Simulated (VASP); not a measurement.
Runs of VASP 6.6.1 on Y2As. The structure is that of space group R-3m (No. 166), or close to it. The cells are those of the table. 

```csv
task,cell,k mesh,cutoff (eV),gap on the mesh (eV),pressure (GPa),largest force (eV/Å)
single point,"a = 6.691 Å, angles 34.9°, 3 atoms",6 × 6 × 6,520,none,-0.2,0.01
single point,"a = 6.697 Å, angles 34.7°, 3 atoms",12 × 12 × 12,520,none,0.0,0.01
single point,"a = 6.284 Å, angles 36.0°, 3 atoms",6 × 6 × 6,520,none,12.5,(a)
relaxation of cell and atoms,"relaxed from a = 6.284 Å, angles 36.0°, 3 atoms",6 × 6 × 6,600,none,0.0,0.01
```

Alike in all rows: level PBE; potentials or basis VASP PAW PBE potentials, release 64 (Y_sv, As); no spin polarisation; smearing gaussian 0.1 eV.

Task: Fill in the values left out.

Result: (a) 1.80.

Caveats: forces of over 1 eV/Å act on the atoms, so gaps and moduli don't describe the material at rest (some runs).

A k mesh can miss the band edges, and the runs leave out spin-orbit coupling on As, Y.

A gap of «none» marks levels without a gap at the run's occupations.
